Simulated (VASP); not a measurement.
# NiO (R-3m) in VASP: single point with r2SCAN

Aim: the single point of NiO with r2SCAN.

All numbers are computed with VASP 6.6.1; they aren't measurements. Logs are shortened: lines on timing, memory, paths and dates and some standing lists are left out, and cuts for length are marked.

## (1) The cell of the first run

The typed cell holds 2 atoms: a = 2.983 Å, b = 2.983 Å, c = 2.983 Å, α = 60.02°, β = 60.02°, γ = 60.02°.

## (2) Single point, r2SCAN, collinear spin, ferromagnetic start

POSCAR reads:

```
NiO
1.0
    1.4919913278      0.8614015947      2.4354419949
   -1.4919913278      0.8614015947      2.4354419949
    0.0000000000     -1.7228031895      2.4354419949
Ni O
1 1
Direct
    1.0000000000      0.0000000000      0.0000000000
    0.5000000000      0.5000000000      0.5000000000
```

INCAR.step1 reads:

```
SYSTEM = NiO
  PREC = Accurate
  ENCUT = 520
  ISMEAR = 0
  SIGMA = 0.05
  LREAL = .False.
  LASPH = .True.
  NELM = 150
  ISPIN = 2
  MAGMOM = 2 0
  LMAXMIX = 4
  NBANDS = 19
  GGA = PE
  ALGO = Normal
  EDIFF = 1E-4
  LWAVE = .True.
  LCHARG = .False.
```

INCAR.step2 reads:

```
SYSTEM = NiO
  PREC = Accurate
  ENCUT = 520
  EDIFF = 1E-6
  ISMEAR = 0
  SIGMA = 0.05
  LREAL = .False.
  LASPH = .True.
  NELM = 150
  ALGO = Normal
  ISIF = 2
  LWAVE = .False.
  LCHARG = .False.
  ISPIN = 2
  MAGMOM = 2 0
  LORBIT = 11
  LMAXMIX = 4
  METAGGA = R2SCAN
  LMIXTAU = .True.
  NBANDS = 19
  ISTART = 1
```

KPOINTS reads:

```
regular mesh
0
Gamma
  14 14 14
  0 0 0
```

Potentials or basis: VASP PAW PBE potentials, release 64 (Ni, O).

Command:

```sh
$ cat potpaw_PBE.64/Ni/POTCAR potpaw_PBE.64/O/POTCAR > POTCAR
$ cp INCAR.step1 INCAR
$ mpirun -np 1 vasp_std > vasp.out
$ cp INCAR.step2 INCAR
$ mpirun -np 1 vasp_std > vasp.out
```

OUTCAR:

```text
SYSTEM = NiO
   PREC = Accurate
   ENCUT = 520
   EDIFF = 1E-6
   ISMEAR = 0
   LREAL = .False.
   LASPH = .True.
   NELM = 150
   ISIF = 2
   ISPIN = 2
   LORBIT = 11
   METAGGA = R2SCAN
   ISTART = 1

 ion  position               nearest neighbor table
   1  0.000  0.000  0.000-   2 2.11   2 2.11   2 2.11   2 2.11   2 2.11   2 2.11
   2  0.500  0.500  0.500-   1 2.11   1 2.11   1 2.11   1 2.11   1 2.11   1 2.11

  LATTYP: Found a trigonal (rhomboedric) cell.
 ALAT       =     2.9831909996
 COS(alpha) =     0.4997345926

  Lattice vectors:

 A1 = (   1.4919913278,   0.8614015947,   2.4354419949)
 A2 = (  -1.4919913278,   0.8614015947,   2.4354419949)
 A3 = (   0.0000000000,  -1.7228031895,   2.4354419949)

Analysis of symmetry for initial positions (statically):
=====================================================================
 Subroutine PRICEL returns:
 Original cell was already a primitive cell.

 Routine SETGRP: Setting up the symmetry group for a
 trigonal (rhombohedral) supercell.

 Subroutine GETGRP returns: Found 12 space group operations
 (whereof 12 operations were pure point group operations)
 out of a pool of 12 trial point group operations.

The static configuration has the point symmetry D_3d.

Analysis of symmetry for dynamics (positions and initial velocities):
=====================================================================
 Subroutine PRICEL returns:
 Original cell was already a primitive cell.

 Routine SETGRP: Setting up the symmetry group for a
 trigonal (rhombohedral) supercell.

 Subroutine GETGRP returns: Found 12 space group operations
 (whereof 12 operations were pure point group operations)
 out of a pool of 12 trial point group operations.

The dynamic configuration has the point symmetry D_3d.

Analysis of structural, dynamic, and magnetic symmetry:
=====================================================================
 Subroutine PRICEL returns:
 Original cell was already a primitive cell.

 Routine SETGRP: Setting up the symmetry group for a
 trigonal (rhombohedral) supercell.

 Subroutine GETGRP returns: Found 12 space group operations
 (whereof 12 operations were pure point group operations)
 out of a pool of 12 trial point group operations.

The overall configuration has the point symmetry D_3d.

 Subroutine INISYM returns: Found 12 space group operations
 (whereof 12 operations are pure point group operations),
 and found     1 'primitive' translations

----------------------------------------------------------------------------------------

                                     Primitive cell

  volume of cell :      18.7802

  direct lattice vectors                    reciprocal lattice vectors
     1.491991328  0.861401595  2.435441995     0.335122591  0.193483118  0.136867695
    -1.491991328  0.861401595  2.435441995    -0.335122591  0.193483118  0.136867695
     0.000000000 -1.722803189  2.435441995     0.000000000 -0.386966237  0.136867695

  length of vectors
     2.983191000  2.983191000  2.983191000     0.410457835  0.410457835  0.410457835

  position of ions in fractional coordinates (direct lattice)
     0.000000000  0.000000000  0.000000000
     0.500000000  0.500000000  0.500000000

  ion indices of the primitive-cell ions
   primitive index   ion index
                 1           1
                 2           2

----------------------------------------------------------------------------------------

 KPOINTS: regular mesh

Automatic generation of k-mesh.
 Grid dimensions read from file:
 generate k-points for:   14   14   14

 Generating k-lattice:

  Cartesian coordinates                     Fractional coordinates (reciprocal lattice)
     0.023937328  0.013820223  0.009776264     0.071428571  0.000000000  0.000000000
    -0.023937328  0.013820223  0.009776264     0.000000000  0.071428571  0.000000000
     0.000000000 -0.027640445  0.009776264     0.000000000  0.000000000  0.071428571

  Length of vectors
     0.029318417  0.029318417  0.029318417

  Shift w.r.t. Gamma in fractional coordinates (k-lattice)
     0.000000000  0.000000000  0.000000000

 Subroutine IBZKPT returns following result:
 ===========================================

 Found    288 irreducible k-points:

 Following reciprocal coordinates:
            Coordinates               Weight
  0.000000  0.000000  0.000000      1.000000
  0.071429 -0.000000 -0.000000      6.000000
  0.142857 -0.000000 -0.000000      6.000000
  0.214286 -0.000000 -0.000000      6.000000
  0.285714 -0.000000 -0.000000      6.000000
  0.357143 -0.000000  0.000000      6.000000
[... 16 lines left out ...]
  0.214286  0.142857  0.000000     12.000000
  0.285714  0.142857 -0.000000     12.000000
 [... further k-points ...]
   k-points           NKPTS =    288   k-points in BZ     NKDIM =    288   number of bands    NBANDS=     19
   number of dos      NEDOS =    301   number of ions     NIONS =      2
   total plane-waves  NPLWV =  13824
   dimension x,y,z NGX =    24 NGY =   24 NGZ =   24
   dimension x,y,z NGXF=    48 NGYF=   48 NGZF=   48
   ions per type =               1   1
   NGX,Y,Z   is equivalent  to a cutoff of  13.37, 13.37, 13.37 a.u.
   NGXF,Y,Z  is equivalent  to a cutoff of  26.75, 26.75, 26.75 a.u.
 SYSTEM =  NiO
   PREC   = accura    normal or accurate (medium, high low for compatibility)
   ISTART =      1    job   : 0-new  1-cont  2-samecut
   ICHARG =      0    charge: 1-file 2-atom 10-const
   ISPIN  =      2    spin polarized calculation?
   LNONCOLLINEAR =      F non collinear calculations
   LSORBIT =      F    spin-orbit coupling
   LASPH  =      T    aspherical Exc in radial PAW
   ENCUT  =  520.0 eV  38.22 Ry    6.18 a.u.   5.55  5.55  5.55*2*pi/ulx,y,z
   NELM   =    150;   NELMIN=  2; NELMDL=  0     # of ELM steps
   EDIFF  = 0.1E-05   stopping-criterion for ELM
   LREAL  =      F    real-space projection
   EDIFFG = 0.1E-04   stopping-criterion for IOM
   NSW    =      0    number of steps for IOM
   IBRION =     -1    ionic relax: 0-MD 1-quasi-New 2-CG
   NFREE  =      0    steps in history (QN), initial steepest desc. (CG)
   ISIF   =      2    stress and relaxation
   ISYM   =      2    0-nonsym 1-usesym 2-fastsym
   POTIM  = 0.5000    time-step for ionic-motion
   TEBEG  =    0.0;   TEEND  =   0.0 temperature during run
   PSTRESS=    0.0 pullay stress
   NELECT =      16.0000    total number of electrons
   NUPDOWN=      -1.0000    fix difference up-down
   EMIN   =  10.00;   EMAX   =-10.00  energy-range for DOS
   EFERMI =   0.00;   METHOD = LEGACY
   ISMEAR =     0;   SIGMA  =   0.05  broadening in eV -4-tet -1-fermi 0-gaus
   EFERMI_NEDOS =   21; number of points for ismear=-14 and -15
   IALGO  =     38    algorithm
   IMIX   =      4    mixing-type and parameters
     AMIX     =   0.40;   BMIX     =  1.00
     AMIX_MAG =   1.60;   BMIX_MAG =  1.00
  volume/ion in A,a.u.               =       9.39        63.37
  Fermi-wavevector in a.u.,A,eV,Ry     =   1.551962  2.932783 32.770813  2.408587
  Thomas-Fermi vector in A             =   2.656406
   LORBIT       =     11    0 simple, 1 ext, 2 COOP (PROOUT), +10 PAW based schemes
   METAGGA = R2SCAN    functional components
   LHFCALC =     F    Hartree Fock is set to
   AEXX    =    0.0000 exact exchange contribution
   IVDW    =     0    specifies the selected vdW correction
   LEPSILON=     F    determine dielectric tensor
   LRPA    =     F    only Hartree local field effects (RPA)
 spin polarized calculation
 Gauss-broadening in eV      SIGMA  =   0.05
  energy-cutoff  :      520.00
  volume of cell :       18.78
 maximum number of plane-waves:       531
 NGX is ok and might be reduce to    24
   NGX = 11   NGY = 11   NGZ = 11

 number of electron      16.0000015 magnetization       2.0000217

 Free energy of the ion-electron system (eV)
  ---------------------------------------------------
  ext. energy  EPLUGINS =         0.00000000
  ---------------------------------------------------
  free energy    TOTEN  =       -20.10554023 eV

  energy without entropy =      -20.10554023  energy(sigma->0) =      -20.10554023

 E-fermi :   7.2538     XC(G=0): -13.2125

 val. band max:        7.0280570458   @ k =   0.5000   0.5000   0.5000
 cond. band min:       7.8395306470   @ k =   0.0000   0.0000   0.0000
 fundamental gap:      0.8114736012
 Fermi energy:         7.2538048237

 spin component 1

 k-point     1 :       0.0000    0.0000    0.0000
  band No.  band energies     occupation
      1     -13.7255      1.00000
      2       3.1249      1.00000
      3       3.1249      1.00000
      4       4.0322      1.00000
      5       4.0322      1.00000
      6       4.0328      1.00000
[... 11 lines left out ...]
     18      33.5389      0.00000
     19      33.5389      0.00000
[... 485 lines left out ...]
 k-point    24 :       0.2857    0.1429   -0.0000
  band No.  band energies     occupation
      1     -13.0674      1.00000
      2       0.6880      1.00000
      3       2.2076      1.00000
      4       2.2334      1.00000
      5       4.0207      1.00000
      6       4.0534      1.00000
[... 11 lines left out ...]
     18      37.7460      0.00000
     19      38.6554      0.00000

 [... further k-points ...]

 spin component 2

 k-point     1 :       0.0000    0.0000    0.0000
  band No.  band energies     occupation
      1     -13.1955      1.00000
      2       4.9190      1.00000
      3       4.9190      1.00000
      4       4.9190      1.00000
      5       5.0850      1.00000
      6       5.0850      1.00000
[... 11 lines left out ...]
     18      34.5367      0.00000
     19      34.5367      0.00000
[... 485 lines left out ...]
 k-point    24 :       0.2857    0.1429   -0.0000
  band No.  band energies     occupation
      1     -12.4939      1.00000
      2       1.7169      1.00000
      3       3.4450      1.00000
      4       3.6697      1.00000
      5       5.0070      1.00000
      6       5.9237      1.00000
[... 11 lines left out ...]
     18      38.5613      0.00000
     19      39.5398      0.00000

 [... further k-points ...]
[... 5 lines left out ...]
  --------------------------------------------------------------------------------------
  -------------------------------------------------------------------------------------
  Total       -0.5246214     -0.5246214     -0.5162701      0.0000000      0.0000000      0.0000000
  in kB      -44.7564478    -44.7564478    -44.0439793      0.0000000      0.0000000      0.0000000
  external PRESSURE =     -44.5189583 kB  Pullay stress =       0.0000000 kB

 VOLUME and BASIS-vectors are now :
 -----------------------------------------------------------------------------
  energy-cutoff  :      520.00
  volume of cell :       18.78
      direct lattice vectors                 reciprocal lattice vectors
     1.491991328  0.861401595  2.435441995     0.335122591  0.193483118  0.136867695
    -1.491991328  0.861401595  2.435441995    -0.335122591  0.193483118  0.136867695
     0.000000000 -1.722803189  2.435441995     0.000000000 -0.386966237  0.136867695

 POSITION                                       TOTAL-FORCE (eV/Angst)
 -----------------------------------------------------------------------------------
      0.00000      0.00000      0.00000        -0.000000      0.000000      0.000000
      0.00000     -0.00000      3.65316         0.000000     -0.000000     -0.000000
 -----------------------------------------------------------------------------------
    total drift:                               -0.000000      0.000000     -0.000000

  FREE ENERGIE OF THE ION-ELECTRON SYSTEM (eV)
  ---------------------------------------------------
  free  energy   TOTEN  =       -20.1055402283 eV

  energy  without entropy=      -20.1055402283  energy(sigma->0) =      -20.10554023

 total charge

# of ion       s       p       d       tot
------------------------------------------
    1        0.327   0.395   8.152   8.874
    2        1.555   3.478   0.000   5.032
--------------------------------------------------
tot          1.881   3.873   8.152  13.907

 magnetization (x)

# of ion       s       p       d       tot
------------------------------------------
    1        0.011   0.011   1.674   1.696
    2        0.027   0.246   0.000   0.274
--------------------------------------------------
tot          0.038   0.257   1.674   1.969
```

It took 4.1 min on 1 thread of Intel Xeon 6975P-C (Granite Rapids), shared host; peak memory 0.28 GiB.

Results:

```yaml
Free_energy: -20.1055 eV
Pressure: -4.5 GPa
Band_gap_on_the_k_mesh: 0.81 eV, indirect (least direct gap 1.66 eV)
Net_moment: 2.00 μB per cell
Site_moments: Ni +1.70; O +0.27 μB
Valence_electrons_inside_the_program's_atomic_spheres: Ni 8.87; O 5.03
```

Levels at points of the mesh, in eV from the valence-band top:
Spin up:
```tsv
k point	band 7	band 8	band 9	band 10	band 11	band 12
(0.00, 0.00, 0.00)	-2.62	-2.62	-2.62	2.07	18.75	19.49
(0.50, 0.00, 0.00)	-1.78	0.00	0.00	6.34	10.68	14.74
(0.50, 0.50, 0.00)	-3.11	-2.13	-2.13	6.66	11.49	12.69
(0.50, 0.50, 0.50)	-1.78	0.00	0.00	6.33	10.69	14.74
```
Spin down:
| k point | band 3 | band 4 | band 5 | band 6 | band 7 | band 8 | band 9 | band 10 | band 11 | band 12 |
| --- | --- | --- | --- | --- | --- | --- | --- | --- | --- | --- |
| (0.00, 0.00, 0.00) | -2.11 | -2.11 | -1.94 | -1.94 | -1.94 | 0.81 | 0.81 | 2.62 | 18.84 | 19.82 |
| (0.50, 0.00, 0.00) | -4.16 | -4.16 | -1.20 | -1.20 | -0.84 | 3.47 | 3.47 | 6.63 | 11.50 | 15.15 |
| (0.50, 0.50, 0.00) | -3.33 | -3.33 | -2.93 | -1.16 | -1.16 | 1.25 | 1.75 | 7.30 | 12.09 | 13.05 |
| (0.50, 0.50, 0.50) | -4.17 | -4.17 | -1.20 | -1.20 | -0.84 | 3.47 | 3.47 | 6.63 | 11.51 | 15.14 |

Caveat: the PAW data sets were made with another functional, which shifts forces and pressure a little; a cell with one magnetic atom can't hold antiferromagnetic order, which such compounds often take. r2SCAN opens gaps a little over a GGA but as a rule still falls short of measured ones.
